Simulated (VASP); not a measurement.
Input of a VASP 6.6.1 run:

The input INCAR:

```
SYSTEM = Te
PREC     = Accurate       ! precision mode
ENCUT    = 520            ! plane-wave cutoff, eV
EDIFF    = 1E-6           ! SCF threshold, eV
ISMEAR   = -1             ! smearing method
SIGMA    = 0.1            ! smearing width, eV
LREAL    = .False.        ! projectors in reciprocal space
LASPH    = .True.         ! aspherical terms in the spheres
NELM     = 60             ! most SCF steps
ALGO     = Normal         ! electronic algorithm
ISIF     = 2              ! what is computed and relaxed
LWAVE    = .False.        ! write WAVECAR
LCHARG   = .False.        ! write CHGCAR
GGA      = RP             ! functional
NBANDS   = 16             ! bands
```

KPOINTS

```
regular mesh
0
Gamma
  9 9 13
  0 0 0
```

Contents of POSCAR:

```
Te
1.0
    5.6054350768      0.0000000000      0.0000000000
   -2.8027175384      4.8544491757      0.0000000000
    0.0000000000      0.0000000000      3.2909417825
Te
3
Direct
    0.0000000000      0.0000000000      0.0000000000
    0.3333333333      0.6666666667      0.5000000000
    0.6666666667      0.3333333333      0.5000000000
```

Potentials or basis: VASP PAW PBE potentials, release 64 (Te).

Command:

```bash
$ cat potpaw_PBE.64/Te/POTCAR > POTCAR
$ mpirun -np 1 vasp_std > vasp.out
```

Q: Estimate the band gap on the k mesh.

A: Zero (band 9 reaches 9.90 eV, above the bottom of band 10 at 5.26 eV).

Q: Predict the pressure.

A: -0.2 GPa.

Stress tensor (GPa, compression positive):
```
 0.62  0.00  0.00
 0.00  0.62  0.00
 0.00  0.00 -1.69
```

Caveat: the PAW data sets were made with another functional, which shifts forces and pressure a little; spin-orbit coupling is left out, which moves the levels of the heavy elements.
